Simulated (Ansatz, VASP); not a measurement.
# One calculation of BAs, two programs

```xyz
2
Lattice="0.0000 2.4295 2.4295 2.4295 0.0000 2.4295 2.4295 2.4295 0.0000" Properties=species:S:1:pos:R:3 pbc="T T T"
B     3.6443    3.6443    3.6443
As    0.0000    0.0000    0.0000
```

Change from the starting cell: volume scaled by 1.025, PAW files.

Alike in both runs: task electric field gradients; functional LDA; k mesh 11 × 11 × 11; occupations fermi-dirac, width 0.01 eV; no spin polarisation.

|  | VASP | Ansatz |
| --- | --- | --- |
| version | VASP 6.6.1 | Ansatz 0.2.0 |
| potentials or method | VASP PAW LDA potentials, release 64 (B, As) | PAW with Ansatz's default frozen-core files, scalar-relativistic |
| plane-wave cutoff (eV) | 520 | 420 |
| valence electrons in the cell | 8 | 18 |

|  | VASP | Ansatz | Ansatz less VASP |
| --- | --- | --- | --- |
| gap on the k mesh at the Fermi level (eV) | 1.19 | 1.20 | +0.006 |
| pressure (GPa) | -9.3 | -9.9 | -0.66 |

LDA's correlation is that of Perdew and Zunger in VASP and of Perdew and Wang (1992) in Ansatz. VASP's potentials hold 8 valence electrons a cell and Ansatz's 18, so a difference there can come from the potentials and not from the codes.
